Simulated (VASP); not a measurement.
# Be16H (a cell with a defect) in VASP: further runs

The runs below take Be16H (a cell with a defect) through single point, with PBEsol.

Everything below comes from runs of VASP 6.6.1. Logs are shortened: lines on timing, memory, paths and dates and some standing lists are left out, and cuts for length are marked.

## Step 1: The cell of the first run

The cell holds a defect, 17 atoms: a = 4.580 Å, b = 3.966 Å, c = 7.177 Å, α = 90.00°, β = 90.00°, γ = 90.00°.

## Step 2: Single point, PBEsol

Contents of INCAR:

```
SYSTEM = Be16H
ALGO = Normal ; EDIFF = 1E-7
ENCUT = 520 ; GGA = PS
ISIF = 2 ; ISMEAR = 0
LASPH = .True. ; LCHARG = .True.
LELF = .True. ; LREAL = Auto
LVHAR = .True. ; LWAVE = .False.
NBANDS = 30 ; NELM = 80
PREC = Accurate ; SIGMA = 0.15
```

Contents of KPOINTS:

```
k-points
0
Gamma
  5 5 3
  0 0 0
```

Contents of POSCAR:

```
Be16H
1.0
   -2.2900000000     -3.9663960000      0.0000000000
    3.4350000000     -1.9831980000      0.0000000000
    0.0000000000      0.0000000000      7.1768600000
Be H
16 1
Direct
    0.7427999748      0.4946995465      0.0029802727
    0.4996201379      0.3319450119      0.2525009545
    0.7492615055      0.4982564331      0.5002668298
    0.4996208252      0.3319844803      0.7491822329
    0.4996190509      0.0012182319      0.0003477844
    0.2499787530      0.8349313957      0.2492598434
    0.4996194207      0.0012487550      0.4970211207
    0.2564312346      0.8384892365      0.7465415237
    0.2564255499      0.4946837000      0.0029812481
   -0.0003825646      0.3374637342      0.2519019460
    0.2499816676      0.4982506605      0.5002682232
   -0.0003882491      0.3250250100      0.7466950728
   -0.0003895510      0.0082317113      0.0028297891
    0.7492573842      0.8349340349      0.2492595648
   -0.0003833369     -0.0042797210      0.4976360135
    0.7427956341      0.8384852990      0.7465415237
   -0.0003610712      0.6667121243      0.8747446655
```

Potentials or basis: VASP PAW PBE potentials, release 64 (Be, H).

Command:

```sh
> cat potpaw_PBE.64/Be/POTCAR potpaw_PBE.64/H/POTCAR > POTCAR
> mpirun -np 1 vasp_std > vasp.out
```

OUTCAR:

```text
SYSTEM = Be16H
   EDIFF = 1E-7
   ENCUT = 520
   GGA = PS
   ISIF = 2
   ISMEAR = 0
   LASPH = .True.
   LREAL = Auto
   NELM = 80
   PREC = Accurate

 ion  position               nearest neighbor table
   1  0.743  0.495  0.003-   2 2.21  14 2.22   9 2.23  10 2.23   4 2.23   5 2.25  13 2.26  12 2.28
                            16 2.29   5 2.30  13 2.35   9 2.35
   2  0.500  0.332  0.253-   7 2.19   1 2.21   9 2.21  11 2.21   3 2.21   5 2.24  14 2.28   6 2.28
                            10 2.29  10 2.29  14 2.30   6 2.30
   3  0.749  0.498  0.500-  10 2.21   2 2.21  12 2.22   4 2.22  16 2.22  14 2.24   7 2.28  15 2.28
                            11 2.29  11 2.29   7 2.30  15 2.30
   4  0.500  0.332  0.749-  11 2.22   3 2.22   5 2.23   1 2.23   9 2.23   7 2.24  16 2.25   8 2.25
                            12 2.29  12 2.29  16 2.30   8 2.30
   5  0.500  0.001  0.000-  14 2.22   6 2.22   4 2.23  16 2.23   8 2.23   2 2.24   9 2.25   1 2.25
                            13 2.29  13 2.29   1 2.30   9 2.30
   6  0.250  0.835  0.249-  15 2.21   7 2.21  13 2.22   5 2.22   9 2.22  11 2.24   2 2.28  10 2.28
                            14 2.29  14 2.29   2 2.30  10 2.30
   7  0.500  0.001  0.497-   2 2.19  16 2.21   8 2.21  14 2.21   6 2.21   4 2.24  11 2.28   3 2.28
                            15 2.29  15 2.29   3 2.30  11 2.30
   8  0.256  0.838  0.747-   7 2.21  11 2.22  16 2.23  15 2.23   5 2.23   4 2.25  12 2.26  13 2.28
                             9 2.29   4 2.30  12 2.35  16 2.35
   9  0.256  0.495  0.003-   2 2.21   6 2.22   1 2.23  10 2.23   4 2.23   5 2.25  13 2.26  12 2.28
                             8 2.29   5 2.30  13 2.35   1 2.35
  10  1.000  0.337  0.252-   3 2.21  11 2.21  13 2.21  15 2.22   9 2.23   1 2.23   6 2.28  14 2.28
                             2 2.29   2 2.29  14 2.30   6 2.30
  11  0.250  0.498  0.500-  10 2.21   2 2.21  12 2.22   4 2.22   8 2.22   6 2.24   7 2.28  15 2.28
                             3 2.29   3 2.29   7 2.30  15 2.30
  12  1.000  0.325  0.747-  17 1.64  15 2.21   3 2.22  11 2.22  13 2.23   8 2.26  16 2.26   9 2.28
                             1 2.28   4 2.29   4 2.29  16 2.35   8 2.35
  13  1.000  0.008  0.003-  17 1.64  10 2.21  14 2.22   6 2.22  12 2.23   9 2.26   1 2.26  16 2.28
                             8 2.28   5 2.29   5 2.29   1 2.35   9 2.35
  14  0.749  0.835  0.249-  15 2.21   7 2.21  13 2.22   5 2.22   1 2.22   3 2.24   2 2.28  10 2.28
                             6 2.29   6 2.29   2 2.30  10 2.30
  15  1.000  0.996  0.498-  14 2.21   6 2.21  12 2.21  10 2.22   8 2.23  16 2.23   3 2.28  11 2.28
                             7 2.29   7 2.29   3 2.30  11 2.30
  16  0.743  0.838  0.747-   7 2.21   3 2.22   8 2.23  15 2.23   5 2.23   4 2.25  12 2.26  13 2.28
                             1 2.29   4 2.30  12 2.35   8 2.35
  17  1.000  0.667  0.875-  13 1.64  12 1.64

  LATTYP: Found a simple orthorhombic cell.
 ALAT       =     3.9663962620
 B/A-ratio  =     1.1547004875
 C/A-ratio  =     1.8094157835

  Lattice vectors:

 A1 = (  -3.4350000000,   1.9831980000,   0.0000000000)
 A2 = (  -2.2900000000,  -3.9663960000,   0.0000000000)
 A3 = (   0.0000000000,   0.0000000000,   7.1768600000)

Analysis of symmetry for initial positions (statically):
[... 176 lines left out ...]
  volume/ion in A,a.u.               =       7.67        51.75
  Fermi-wavevector in a.u.,A,eV,Ry     =   1.035573  1.956950 14.591049  1.072412
  Thomas-Fermi vector in A             =   2.169923
   LORBIT       =      0    0 simple, 1 ext, 2 COOP (PROOUT), +10 PAW based schemes
   GGA     = PS    functional components
   LHFCALC =     F    Hartree Fock is set to
   AEXX    =    0.0000 exact exchange contribution
   IVDW    =     0    specifies the selected vdW correction
   LEPSILON=     F    determine dielectric tensor
   LRPA    =     F    only Hartree local field effects (RPA)
 non-spin polarized calculation
 Gauss-broadening in eV      SIGMA  =   0.15
  energy-cutoff  :      520.00
  volume of cell :      130.38
 maximum number of plane-waves:      3529
 NGX is ok and might be reduce to    36
   NGX = 17   NGY = 15   NGZ = 27

 number of electron      33.0000000 magnetization

 Free energy of the ion-electron system (eV)
  ---------------------------------------------------
  ext. energy  EPLUGINS =         0.00000000
  ---------------------------------------------------
  free energy    TOTEN  =       -65.51249405 eV

  energy without entropy =      -65.49408776  energy(sigma->0) =      -65.50329091

 E-fermi :   7.4303     XC(G=0): -10.5900

 val. band max:        7.4003938791   @ k =   0.0000   0.0000   0.0000
 cond. band min:       7.5012507629   @ k =   0.2000   0.0000   0.0000
 fundamental gap:      0.1008568839
 Fermi energy:         7.4303296219

 k-point     1 :       0.0000    0.0000    0.0000
  band No.  band energies     occupation
      1      -5.2062      2.00000
      2      -3.0288      2.00000
      3      -2.1823      2.00000
      4      -0.2137      2.00000
      5       0.9503      2.00000
      6       1.5229      2.00000
[... 733 lines left out ...]
     27      12.0260      0.00000
     28      12.7112      0.00000

 [... further k-points ...]

 [bands above 28 left out]

------------------------ aborting loop because EDIFF is reached ----------------------------------------

  FORCE on cell =-STRESS in cart. coord.  units (eV):
  Direction    XX          YY          ZZ          XY          YZ          ZX
  --------------------------------------------------------------------------------------
  -------------------------------------------------------------------------------------
  Total       -0.5469234      0.3347106     -2.3132222      0.7640475      0.0172100     -0.0297533
  in kB       -6.7211112      4.1132391    -28.4270576      9.3893367      0.2114923     -0.3656362
  external PRESSURE =     -10.3449766 kB  Pullay stress =       0.0000000 kB

 VOLUME and BASIS-vectors are now :
 -----------------------------------------------------------------------------
  energy-cutoff  :      520.00
  volume of cell :      130.38
      direct lattice vectors                 reciprocal lattice vectors
    -2.290000000 -3.966396000  0.000000000    -0.109170306 -0.189088533  0.000000000
     3.435000000 -1.983198000  0.000000000     0.218340611 -0.126059022  0.000000000
     0.000000000  0.000000000  7.176860000     0.000000000  0.000000000  0.139336702

 POSITION                                       TOTAL-FORCE (eV/Angst)
 -----------------------------------------------------------------------------------
     -0.00172     -3.92733      0.02139        -0.002014      0.000936      0.001780
     -0.00390     -2.64000      1.81216         0.001523     -0.000653     -0.000902
     -0.00430     -3.96001      3.59035         0.000338     -0.000715      0.000364
     -0.00376     -2.64008      5.37678         0.000773     -0.000376      0.000878
     -1.13994     -1.98410      0.00250        -0.001289      0.000540     -0.000824
      2.29554     -2.64735      1.78890        -0.000148      0.000685     -0.000442
[... 9 lines left out ...]
      1.17919     -4.60910      5.35782         0.002391     -0.001663     -0.001321
      0.00098     -5.28719      6.27792        -0.000527      0.000513      0.000000
 -----------------------------------------------------------------------------------
    total drift:                                0.000409     -0.000232     -0.000355

  FREE ENERGIE OF THE ION-ELECTRON SYSTEM (eV)
  ---------------------------------------------------
  free  energy   TOTEN  =       -65.5124940516 eV

  energy  without entropy=      -65.4940877645  energy(sigma->0) =      -65.50329091
```

OSZICAR:

```text
N       E                     dE             d eps       ncg     rms          rms(c)
DAV:   1     0.304569073871E+02    0.30457E+02   -0.12615E+04  2280   0.926E+02
DAV:   2    -0.614516023545E+02   -0.91909E+02   -0.84670E+02  3002   0.171E+02
DAV:   3    -0.657580220933E+02   -0.43064E+01   -0.42043E+01  3010   0.306E+01
DAV:   4    -0.658086596721E+02   -0.50638E-01   -0.50492E-01  2906   0.382E+00
DAV:   5    -0.658092302325E+02   -0.57056E-03   -0.57036E-03  2840   0.319E-01    0.373E+00
DAV:   6    -0.655960483061E+02    0.21318E+00   -0.44891E-02  3042   0.141E+00    0.224E+00
DAV:   7    -0.655135035864E+02    0.82545E-01   -0.55239E-02  2664   0.134E+00    0.309E-01
DAV:   8    -0.655126995529E+02    0.80403E-03   -0.42590E-03  2914   0.341E-01    0.105E-01
DAV:   9    -0.655124858599E+02    0.21369E-03   -0.61075E-04  2696   0.104E-01    0.173E-02
DAV:  10    -0.655124915419E+02   -0.56820E-05   -0.98185E-05  2804   0.485E-02    0.480E-03
DAV:  11    -0.655124929819E+02   -0.14400E-05   -0.17147E-06  2948   0.589E-03    0.142E-03
DAV:  12    -0.655124940099E+02   -0.10280E-05   -0.22015E-07  2460   0.237E-03    0.404E-04
DAV:  13    -0.655124940516E+02   -0.41698E-07   -0.15892E-08  1812   0.785E-04
   1 F= -.65512494E+02 E0= -.65503291E+02  d E =-.184063E-01
```

Wall time 2.8 min (1 thread of AMD EPYC 7R43 (Zen 3), shared host); peak memory 0.24 GiB.

What came out:

* Free energy: -65.5125 eV
* Pressure: -1.0 GPa
* Largest force: 0.005 eV/Å

Forces in eV/Å, atoms in the order of the input:
```
Be  -0.002  0.001  0.002
Be   0.002 -0.001 -0.001
Be   0.000 -0.001  0.000
Be   0.001  0.000  0.001
Be  -0.001  0.001 -0.001
Be   0.000  0.001  0.000
Be  -0.001  0.001  0.001
Be   0.002 -0.001 -0.001
Be  -0.002  0.001  0.002
Be   0.000  0.001 -0.002
Be   0.001  0.000  0.000
Be  -0.004  0.003 -0.001
Be   0.003 -0.002  0.001
Be  -0.001  0.000  0.000
Be   0.001 -0.001  0.001
Be   0.002 -0.002 -0.001
H   -0.001  0.001  0.000
```

Levels at points of the mesh, in eV from the Fermi level:
| k point | band 13 | band 14 | band 15 | band 16 | band 17 | band 18 | band 19 | band 20 |
| --- | --- | --- | --- | --- | --- | --- | --- | --- |
| (0.00, 0.00, 0.00) | -4.18 | -3.70 | -0.08 | -0.03 | 0.27 | 0.39 | 0.73 | 0.98 |

Caveat: the PAW data sets were made with another functional, which shifts forces and pressure a little.

## Step 3: Single point, PBEsol

Contents of INCAR:

```
SYSTEM = Be16H
PREC = Accurate ; ENCUT = 520
EDIFF = 1E-6 ; ISMEAR = 0
SIGMA = 0.15 ; LREAL = Auto
LASPH = .TRUE. ; NELM = 80
ALGO = Normal ; ISIF = 2
LWAVE = .FALSE. ; LCHARG = .FALSE.
GGA = PS ; NBANDS = 30
```

Contents of KPOINTS:

```
Automatic mesh
0
G
  5 5 3
  0 0 0
```

Contents of POSCAR:

```
Be16H
1.0
   -2.2900000000     -3.9663960000      0.0000000000
    3.4350000000     -1.9831980000      0.0000000000
    0.0000000000      0.0000000000      7.1768600000
Be H
16 1
Direct
    0.7428000648      0.4946995358      0.0029802474
    0.4996201077      0.3319449024      0.2525009061
    0.7492614716      0.4982563676      0.5002668186
    0.4996209051      0.3319845622      0.7491822253
    0.4996190297      0.0012181501      0.0003477699
    0.2499788297      0.8349314744      0.2492598912
    0.4996194102      0.0012487096      0.4970210949
    0.2564312030      0.8384892986      0.7465414850
    0.2564255532      0.4946835948      0.0029812538
   -0.0003826866      0.3374637882      0.2519019052
    0.2499816084      0.4982506169      0.5002682090
   -0.0003882494      0.3250251309      0.7466950572
   -0.0003895703      0.0082317386      0.0028298010
    0.7492572881      0.8349340043      0.2492596191
   -0.0003833318     -0.0042797430      0.4976360792
    0.7427955263      0.8384853003      0.7465414715
   -0.0003609597      0.6667120682      0.8747446656
```

Potentials or basis: VASP PAW PBE potentials, release 64 (Be, H).

Command:

```sh
> cat potpaw_PBE.64/Be/POTCAR potpaw_PBE.64/H/POTCAR > POTCAR
> mpirun -np 1 vasp_std > vasp.out
```

It took 2.1 min on 1 thread of Intel Xeon 6975P-C (Granite Rapids), shared host; peak memory 0.27 GiB.

The run converged. Its results:

```
Free energy   : -65.5125 eV
Pressure      : -1.0 GPa
Largest force : 0.005 eV/Å
```

Forces in eV/Å, atoms in the order of the input:
```
Be  -0.002  0.001  0.002
Be   0.002 -0.001 -0.001
Be   0.000 -0.001  0.000
Be   0.001  0.000  0.001
Be  -0.001  0.001 -0.001
Be   0.000  0.001  0.000
Be  -0.001  0.001  0.001
Be   0.002 -0.001 -0.001
Be  -0.002  0.001  0.002
Be   0.000  0.001 -0.002
Be   0.001  0.000  0.000
Be  -0.004  0.003 -0.001
Be   0.003 -0.002  0.001
Be  -0.001  0.000  0.000
Be   0.001 -0.001  0.001
Be   0.002 -0.002 -0.001
H   -0.001  0.001  0.000
```

Stress tensor (GPa, compression positive):
```
-0.67  0.94 -0.04
 0.94  0.41  0.02
-0.04  0.02 -2.84
```

Levels at points of the mesh, in eV from the Fermi level:
| k point | band 13 | band 14 | band 15 | band 16 | band 17 | band 18 | band 19 | band 20 |
| --- | --- | --- | --- | --- | --- | --- | --- | --- |
| (0.00, 0.00, 0.00) | -4.18 | -3.70 | -0.08 | -0.03 | 0.27 | 0.39 | 0.73 | 0.98 |

Caveat: the PAW data sets were made with another functional, which shifts forces and pressure a little.

## Step 4: Single point, PBEsol

Contents of INCAR:

```
PREC     = Accurate       # precision mode
ENCUT    = 520            # plane-wave cutoff, eV
EDIFF    = 1E-7           # SCF threshold, eV
ISMEAR   = 0              # smearing method
SIGMA    = 0.15           # smearing width, eV
LREAL    = Auto         
LASPH    = T              # aspherical terms in the spheres
NELM     = 100            # most SCF steps
ALGO     = Normal         # electronic algorithm
ISIF     = 2              # what is computed and relaxed
LWAVE    = F              # write WAVECAR
LCHARG   = T              # write CHGCAR
GGA      = PS             # functional
LELF     = T              # ELF
LVHAR    = T            
NBANDS   = 30             # bands
```

Contents of KPOINTS:

```
regular mesh
0
Gamma
  5 5 3
```

Contents of POSCAR:

```
Be16H
1.0
   -2.2900000000     -3.9663960000      0.0000000000
    3.4350000000     -1.9831980000      0.0000000000
    0.0000000000      0.0000000000      7.1768600000
Be H
16 1
Direct
    0.7444082240      0.4939550546     -0.0028033083
    0.5010340853      0.3308166114      0.2509292224
    0.7503888476      0.4972480823      0.4998405961
    0.5006842524      0.3317935578      0.7476872527
    0.5009400461      0.0002605011     -0.0001358615
    0.2579816737      0.8379135779      0.2536695512
    0.5007942397      0.0005618403      0.5030716582
    0.2511405221      0.8343558406      0.7508378133
    0.2578053805      0.4933068314     -0.0027996597
    0.0006280628      0.3239816523      0.2534003977
    0.2511164029      0.4973721807      0.4997539854
    0.0006904681      0.3367947384      0.7481981239
    0.0007427774      0.0068962160     -0.0026805268
    0.7443526311      0.8372263848      0.2537290449
    0.0007902087     -0.0053831001      0.5023372461
    0.7502890154      0.8344912849      0.7507590875
    0.0014504622      0.6646584854      1.1248405869
```

Potentials or basis: VASP PAW PBE potentials, release 64 (Be, H).

Command:

```sh
> cat potpaw_PBE.64/Be/POTCAR potpaw_PBE.64/H/POTCAR > POTCAR
> mpirun -np 1 vasp_std > vasp.out
```

OUTCAR:

```text
PREC = Accurate
   ENCUT = 520
   EDIFF = 1E-7
   ISMEAR = 0
   LREAL = Auto
   LASPH = T
   NELM = 100
   ISIF = 2
   GGA = PS

 ion  position               nearest neighbor table
   1  0.744  0.494  0.997-   4 2.21  16 2.23  12 2.23   9 2.23   2 2.23   5 2.25  13 2.26  10 2.28
                            14 2.29   5 2.30  13 2.35   9 2.35
   2  0.501  0.331  0.251-   3 2.22  11 2.22   5 2.23   9 2.23   1 2.23   7 2.23   6 2.25  14 2.25
                            10 2.29  10 2.29  14 2.30   6 2.30
   3  0.750  0.497  0.500-  12 2.21   4 2.21  10 2.22   2 2.22  14 2.22  16 2.24   7 2.28  15 2.28
[... 1006 lines left out ...]
  Total       -0.5518295      0.3397618     -2.3074489      0.7754666     -0.0150183      0.0272526
  in kB       -6.7814017      4.1753132    -28.3561102      9.5296656     -0.1845588      0.3349061
  external PRESSURE =     -10.3207329 kB  Pullay stress =       0.0000000 kB

 VOLUME and BASIS-vectors are now :
 -----------------------------------------------------------------------------
  energy-cutoff  :      520.00
  volume of cell :      130.38
      direct lattice vectors                 reciprocal lattice vectors
    -2.290000000 -3.966396000  0.000000000    -0.109170306 -0.189088533  0.000000000
     3.435000000 -1.983198000  0.000000000     0.218340611 -0.126059022  0.000000000
     0.000000000  0.000000000  7.176860000     0.000000000  0.000000000  0.139336702

 POSITION                                       TOTAL-FORCE (eV/Angst)
 -----------------------------------------------------------------------------------
     -0.00796     -3.93223      7.15674         0.003385      0.011827     -0.006317
     -0.01101     -2.64337      1.80088         0.007039     -0.003633      0.003082
     -0.01034     -3.96248      3.58729         0.003061     -0.003139      0.000901
     -0.00686     -2.64392      5.36605        -0.014270      0.002597     -0.003725
     -1.14626     -1.98744      7.17588        -0.003269     -0.002145     -0.001902
      2.28746     -2.68501      1.82055        -0.000445      0.009264     -0.006325
[... 9 lines left out ...]
      1.14832     -4.63090      5.38809        -0.010210     -0.001731      0.005130
      2.27978     -1.32390      0.89596         0.006203     -0.001101      0.010040
 -----------------------------------------------------------------------------------
    total drift:                               -0.000660      0.001790      0.000976

  FREE ENERGIE OF THE ION-ELECTRON SYSTEM (eV)
  ---------------------------------------------------
  free  energy   TOTEN  =       -65.5123392633 eV

  energy  without entropy=      -65.4939602583  energy(sigma->0) =      -65.50314976
```

OSZICAR:

```text
N       E                     dE             d eps       ncg     rms          rms(c)
DAV:   1     0.306238338400E+02    0.30624E+02   -0.12615E+04  2280   0.926E+02
DAV:   2    -0.615067489127E+02   -0.92131E+02   -0.84920E+02  3024   0.172E+02
DAV:   3    -0.657604639006E+02   -0.42537E+01   -0.41578E+01  2982   0.304E+01
DAV:   4    -0.658086521162E+02   -0.48188E-01   -0.48045E-01  2874   0.376E+00
DAV:   5    -0.658092220041E+02   -0.56989E-03   -0.56972E-03  2906   0.315E-01    0.373E+00
DAV:   6    -0.655959442534E+02    0.21328E+00   -0.44769E-02  3036   0.140E+00    0.224E+00
DAV:   7    -0.655133349443E+02    0.82609E-01   -0.55620E-02  2676   0.134E+00    0.307E-01
DAV:   8    -0.655125441460E+02    0.79080E-03   -0.42745E-03  2900   0.341E-01    0.106E-01
DAV:   9    -0.655123311557E+02    0.21299E-03   -0.61524E-04  2696   0.105E-01    0.173E-02
DAV:  10    -0.655123367400E+02   -0.55843E-05   -0.97484E-05  2822   0.484E-02    0.481E-03
DAV:  11    -0.655123381941E+02   -0.14541E-05   -0.17157E-06  2920   0.588E-03    0.142E-03
DAV:  12    -0.655123392219E+02   -0.10278E-05   -0.21400E-07  2442   0.234E-03    0.401E-04
DAV:  13    -0.655123392633E+02   -0.41399E-07   -0.15806E-08  1800   0.784E-04
   1 F= -.65512339E+02 E0= -.65503150E+02  d E =-.183790E-01
```

It took 2 min on 1 thread of Intel Xeon 6975P-C (Granite Rapids), shared host; peak memory 0.27 GiB.

What came out:

```yaml
Free_energy: -65.5123 eV
Pressure: -1.0 GPa
Largest_force: 0.016 eV/Å
```

Forces in eV/Å, atoms in the order of the input:
```
Be   0.003  0.012 -0.006
Be   0.007 -0.004  0.003
Be   0.003 -0.003  0.001
Be  -0.014  0.003 -0.004
Be  -0.003 -0.002 -0.002
Be   0.000  0.009 -0.006
Be  -0.003  0.000  0.004
Be  -0.004  0.004  0.002
Be   0.011 -0.003 -0.005
Be  -0.013 -0.001  0.002
Be   0.001 -0.002  0.002
Be  -0.008 -0.001  0.000
Be   0.008 -0.007 -0.004
Be   0.013  0.004 -0.009
Be   0.005 -0.005  0.007
Be  -0.010 -0.002  0.005
H    0.006 -0.001  0.010
```

Levels at points of the mesh, in eV from the Fermi level:
```csv
k point,band 13,band 14,band 15,band 16,band 17,band 18,band 19,band 20
"(0.00, 0.00, 0.00)",-4.18,-3.70,-0.09,-0.03,0.27,0.39,0.73,0.98
```

Caveat: the PAW data sets were made with another functional, which shifts forces and pressure a little.

(Continued in part 2 of 2.)
